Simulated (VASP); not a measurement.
# Sb (R-3m) in VASP: single point with PBE

Aim: the single point of Sb with PBE.

Everything below comes from runs of VASP 6.6.1. Logs are shortened: lines on timing, memory, paths and dates and some standing lists are left out, and cuts for length are marked.

### Step 1. The cell of the first run

The structure is trigonal, space group R-3m (No. 166). Conventional cell: a = 4.308 Å, b = 4.308 Å, c = 11.274 Å, α = 90.00°, β = 90.00°, γ = 120.00°. Within 3.8 Å of Sb (site symmetry 3m) lie 6 Sb at 2.91 to 3.35 Å.

### Step 2. Single point, PBE

Contents of INCAR:

```
SYSTEM = Sb
PREC = Accurate
ENCUT = 500
EDIFF = 1E-6
ISMEAR = 0
SIGMA = 0.05
LREAL = .False.
LASPH = .True.
NELM = 120
ALGO = Normal
ISIF = 2
LWAVE = .False.
LCHARG = .True.
GGA = PE
LELF = .True.
LVHAR = .True.
NBANDS = 12
GGA_COMPAT = .False.
```

Contents of KPOINTS:

```
regular mesh
0
Gamma
  6 6 6
  0 0 0
```

Contents of POSCAR:

```
Sb
1.0
    2.1542000000      1.2437280000      3.7580000000
   -2.1542000000      1.2437280000      3.7580000000
    0.0000000000     -2.4874560000      3.7580000000
Sb
2
Direct
    0.2334900000      0.2334900000      0.2334900000
    0.7665100000      0.7665100000      0.7665100000
```

Potentials or basis: VASP PAW PBE potentials, release 64 (Sb).

On the command line:

```bash
$ cat potpaw_PBE.64/Sb/POTCAR > POTCAR
$ mpirun -np 1 vasp_std > vasp.out
```

OUTCAR:

```text
SYSTEM = Sb
   PREC = Accurate
   ENCUT = 500
   EDIFF = 1E-6
   ISMEAR = 0
   LREAL = .False.
   LASPH = .True.
   NELM = 120
   ISIF = 2
   GGA = PE

 ion  position               nearest neighbor table
   1  0.233  0.233  0.233-   2 2.91   2 2.91   2 2.91   2 3.35   2 3.35   2 3.35
   2  0.767  0.767  0.767-   1 2.91   1 2.91   1 2.91   1 3.35   1 3.35   1 3.35

  LATTYP: Found a trigonal (rhomboedric) cell.
 ALAT       =     4.5066618442
 COS(alpha) =     0.5430253418

  Lattice vectors:

 A1 = (   2.1542000000,   1.2437280000,   3.7580000000)
 A2 = (  -2.1542000000,   1.2437280000,   3.7580000000)
 A3 = (   0.0000000000,  -2.4874560000,   3.7580000000)

Analysis of symmetry for initial positions (statically):
=====================================================================
 Subroutine PRICEL returns:
 Original cell was already a primitive cell.

 Routine SETGRP: Setting up the symmetry group for a
 trigonal (rhombohedral) supercell.

 Subroutine GETGRP returns: Found 12 space group operations
 (whereof 12 operations were pure point group operations)
 out of a pool of 12 trial point group operations.

The static configuration has the point symmetry D_3d.

Analysis of symmetry for dynamics (positions and initial velocities):
=====================================================================
 Subroutine PRICEL returns:
 Original cell was already a primitive cell.

 Routine SETGRP: Setting up the symmetry group for a
 trigonal (rhombohedral) supercell.

 Subroutine GETGRP returns: Found 12 space group operations
 (whereof 12 operations were pure point group operations)
 out of a pool of 12 trial point group operations.

The dynamic configuration has the point symmetry D_3d.

 Subroutine INISYM returns: Found 12 space group operations
 (whereof 12 operations are pure point group operations),
 and found     1 'primitive' translations

----------------------------------------------------------------------------------------

                                     Primitive cell

  volume of cell :      60.4115

  direct lattice vectors                    reciprocal lattice vectors
     2.154200000  1.243728000  3.758000000     0.232104726  0.134005720  0.088699663
    -2.154200000  1.243728000  3.758000000    -0.232104726  0.134005720  0.088699663
     0.000000000 -2.487456000  3.758000000     0.000000000 -0.268011441  0.088699663

  length of vectors
     4.506661844  4.506661844  4.506661886     0.282307929  0.282307929  0.282307922

  position of ions in fractional coordinates (direct lattice)
     0.233490000  0.233490000  0.233490000
     0.766510000  0.766510000  0.766510000

  ion indices of the primitive-cell ions
   primitive index   ion index
                 1           1
                 2           2

----------------------------------------------------------------------------------------

 KPOINTS: regular mesh

Automatic generation of k-mesh.
 Grid dimensions read from file:
 generate k-points for:    6    6    6

 Generating k-lattice:

  Cartesian coordinates                     Fractional coordinates (reciprocal lattice)
     0.038684121  0.022334287  0.014783277     0.166666667 -0.000000000  0.000000000
    -0.038684121  0.022334287  0.014783277    -0.000000000  0.166666667  0.000000000
     0.000000000 -0.044668573  0.014783277     0.000000000  0.000000000  0.166666667

  Length of vectors
     0.047051322  0.047051322  0.047051320

  Shift w.r.t. Gamma in fractional coordinates (k-lattice)
     0.000000000  0.000000000  0.000000000

 Subroutine IBZKPT returns following result:
 ===========================================

 Found     32 irreducible k-points:

 Following reciprocal coordinates:
            Coordinates               Weight
  0.000000  0.000000  0.000000      1.000000
  0.166667 -0.000000  0.000000      6.000000
  0.333333 -0.000000  0.000000      6.000000
  0.500000  0.000000  0.000000      3.000000
  0.166667  0.166667  0.000000      6.000000
  0.333333  0.166667  0.000000     12.000000
[... 16 lines left out ...]
  0.500000  0.500000  0.166667      6.000000
 -0.333333  0.500000  0.166667     12.000000
 [... further k-points ...]
   k-points           NKPTS =     32   k-points in BZ     NKDIM =     32   number of bands    NBANDS=     12
   number of dos      NEDOS =    301   number of ions     NIONS =      2
   total plane-waves  NPLWV =  46656
   dimension x,y,z NGX =    36 NGY =   36 NGZ =   36
   dimension x,y,z NGXF=    72 NGYF=   72 NGZF=   72
   ions per type =               2
   NGX,Y,Z   is equivalent  to a cutoff of  13.28, 13.28, 13.28 a.u.
   NGXF,Y,Z  is equivalent  to a cutoff of  26.56, 26.56, 26.56 a.u.
 SYSTEM =  Sb
   PREC   = accura    normal or accurate (medium, high low for compatibility)
   ISTART =      0    job   : 0-new  1-cont  2-samecut
   ICHARG =      2    charge: 1-file 2-atom 10-const
   ISPIN  =      1    spin polarized calculation?
   LNONCOLLINEAR =      F non collinear calculations
   LSORBIT =      F    spin-orbit coupling
   LASPH  =      T    aspherical Exc in radial PAW
   ENCUT  =  500.0 eV  36.75 Ry    6.06 a.u.   8.22  8.22  8.22*2*pi/ulx,y,z
   NELM   =    120;   NELMIN=  2; NELMDL= -5     # of ELM steps
   EDIFF  = 0.1E-05   stopping-criterion for ELM
   LREAL  =      F    real-space projection
[... 7 lines left out ...]
   TEBEG  =    0.0;   TEEND  =   0.0 temperature during run
   PSTRESS=    0.0 pullay stress
   NELECT =      10.0000    total number of electrons
   NUPDOWN=      -1.0000    fix difference up-down
   EMIN   =  10.00;   EMAX   =-10.00  energy-range for DOS
   EFERMI =   0.00;   METHOD = LEGACY
   ISMEAR =     0;   SIGMA  =   0.05  broadening in eV -4-tet -1-fermi 0-gaus
   EFERMI_NEDOS =   21; number of points for ismear=-14 and -15
   IALGO  =     38    algorithm
   IMIX   =      4    mixing-type and parameters
     AMIX     =   0.40;   BMIX     =  1.00
     AMIX_MAG =   1.60;   BMIX_MAG =  1.00
  volume/ion in A,a.u.               =      30.21       203.84
  Fermi-wavevector in a.u.,A,eV,Ry     =   0.898880  1.698637 10.993305  0.807985
  Thomas-Fermi vector in A             =   2.021644
   LORBIT       =      0    0 simple, 1 ext, 2 COOP (PROOUT), +10 PAW based schemes
   GGA     = PE    functional components
   LHFCALC =     F    Hartree Fock is set to
   AEXX    =    0.0000 exact exchange contribution
   IVDW    =     0    specifies the selected vdW correction
   LEPSILON=     F    determine dielectric tensor
   LRPA    =     F    only Hartree local field effects (RPA)
 non-spin polarized calculation
 Gauss-broadening in eV      SIGMA  =   0.05
  energy-cutoff  :      500.00
  volume of cell :       60.41
 maximum number of plane-waves:      1554
 NGX is ok and might be reduce to    36
   NGX = 17   NGY = 17   NGZ = 17

 number of electron      10.0000000 magnetization

 Free energy of the ion-electron system (eV)
  ---------------------------------------------------
  ext. energy  EPLUGINS =         0.00000000
  ---------------------------------------------------
  free energy    TOTEN  =        -8.26811639 eV

  energy without entropy =       -8.26729484  energy(sigma->0) =       -8.26770562

 E-fermi :   7.3499     XC(G=0):  -9.5311

 val. band max:        7.0816095205   @ k =   0.5000   0.0000   0.0000
 cond. band min:       7.3506322958   @ k =   0.3333   0.1667   0.1667
 fundamental gap:      0.2690227753
 Fermi energy:         7.3499035780

 k-point     1 :       0.0000    0.0000    0.0000
  band No.  band energies     occupation
      1      -5.4364      2.00000
      2       2.4904      2.00000
      3       5.2192      2.00000
      4       5.4865      2.00000
      5       5.4865      2.00000
      6       9.3550      0.00000
      7       9.9833      0.00000
      8       9.9833      0.00000
      9      12.3674      0.00000
     10      12.3674      0.00000
     11      12.5240      0.00000
     12      13.8734      0.00000

 k-point     2 :       0.1667   -0.0000    0.0000
  band No.  band energies     occupation
      1      -5.1303      2.00000
      2       1.3076      2.00000
      3       5.2610      2.00000
      4       5.4209      2.00000
      5       5.9198      2.00000
      6       9.0731      0.00000
      7       9.2804      0.00000
      8       9.3207      0.00000
      9      11.8182      0.00000
     10      12.3219      0.00000
     11      12.6480      0.00000
     12      15.5935      0.00000

 k-point     3 :       0.3333   -0.0000    0.0000
  band No.  band energies     occupation
      1      -4.2309      2.00000
      2      -0.7446      2.00000
      3       5.3361      2.00000
      4       5.3470      2.00000
      5       6.4597      2.00000
      6       7.9748      0.00000
      7       8.0627      0.00000
      8       8.2469      0.00000
      9      12.9317      0.00000
     10      13.7106      0.00000
     11      14.2272      0.00000
     12      17.8291      0.00000
[... 286 lines left out ...]
 k-point    23 :       0.5000    0.5000    0.1667
  band No.  band energies     occupation
      1      -3.3683      2.00000
      2      -0.8329      2.00000
      3       2.1521      2.00000
      4       3.9585      2.00000
      5       4.3472      2.00000
      6       9.4916      0.00000
      7      11.0631      0.00000
      8      12.0461      0.00000
      9      13.0032      0.00000
     10      16.1217      0.00000
     11      16.4213      0.00000
     12      16.9489      0.00000

 k-point    24 :      -0.3333    0.5000    0.1667
  band No.  band energies     occupation
      1      -2.7780      2.00000
      2      -1.4050      2.00000
      3       1.9743      2.00000
      4       2.8652      2.00000
      5       5.4462      2.00000
      6       9.2223      0.00000
      7      10.5673      0.00000
      8      12.9454      0.00000
      9      13.2295      0.00000
     10      14.3284      0.00000
     11      17.0540      0.00000
     12      17.9088      0.00000

 [... further k-points ...]
[... 5 lines left out ...]
  --------------------------------------------------------------------------------------
  -------------------------------------------------------------------------------------
  Total        1.1227258      1.1227259      0.9879252      0.0000000      0.0000000      0.0000000
  in kB       29.7758951     29.7758975     26.2008380      0.0000000      0.0000000      0.0000000
  external PRESSURE =      28.5842102 kB  Pullay stress =       0.0000000 kB

 VOLUME and BASIS-vectors are now :
 -----------------------------------------------------------------------------
  energy-cutoff  :      500.00
  volume of cell :       60.41
      direct lattice vectors                 reciprocal lattice vectors
     2.154200000  1.243728000  3.758000000     0.232104726  0.134005720  0.088699663
    -2.154200000  1.243728000  3.758000000    -0.232104726  0.134005720  0.088699663
     0.000000000 -2.487456000  3.758000000     0.000000000 -0.268011441  0.088699663

 POSITION                                       TOTAL-FORCE (eV/Angst)
 -----------------------------------------------------------------------------------
      0.00000      0.00000      2.63237         0.000000     -0.000000      0.106065
      0.00000      0.00000      8.64163         0.000000      0.000000     -0.106065
 -----------------------------------------------------------------------------------
    total drift:                                0.000000     -0.000000     -0.000000

  FREE ENERGIE OF THE ION-ELECTRON SYSTEM (eV)
  ---------------------------------------------------
  free  energy   TOTEN  =        -8.2681163948 eV

  energy  without entropy=       -8.2672948418  energy(sigma->0) =       -8.26770562
```

Run time: 16 s. Hardware: 1 thread of AMD EPYC 9R45 (Zen 5), shared host; peak memory 0.17 GiB.

Results:

* Free energy: -8.2681 eV
* Pressure: 2.9 GPa
* Largest force: 0.106 eV/Å
* Band gap on the k mesh: zero (band 5 reaches 7.35 eV, above the bottom of band 6 at 7.08 eV)

Forces on the atoms (eV/Å):
```
Sb   0.000  0.000  0.106
Sb   0.000  0.000 -0.106
```

Levels at points of the mesh, in eV from the Fermi level:
| k point | band 2 | band 3 | band 4 | band 5 | band 6 | band 7 | band 8 | band 9 |
| --- | --- | --- | --- | --- | --- | --- | --- | --- |
| (0.00, 0.00, 0.00) | -4.86 | -2.13 | -1.86 | -1.86 | 2.01 | 2.63 | 2.63 | 5.02 |
| (0.50, 0.00, 0.00) | -9.70 | -2.01 | -1.89 | -0.35 | -0.27 | 0.13 | 0.44 | 7.50 |
| (0.50, 0.50, 0.00) | -8.06 | -5.50 | -3.82 | -3.73 | 1.46 | 4.88 | 5.46 | 6.88 |
| (0.50, 0.50, 0.50) | -9.04 | -1.38 | -1.38 | -0.54 | 0.07 | 0.07 | 1.06 | 6.93 |

Caveat: spin-orbit coupling is left out, which moves the levels of the heavy elements.
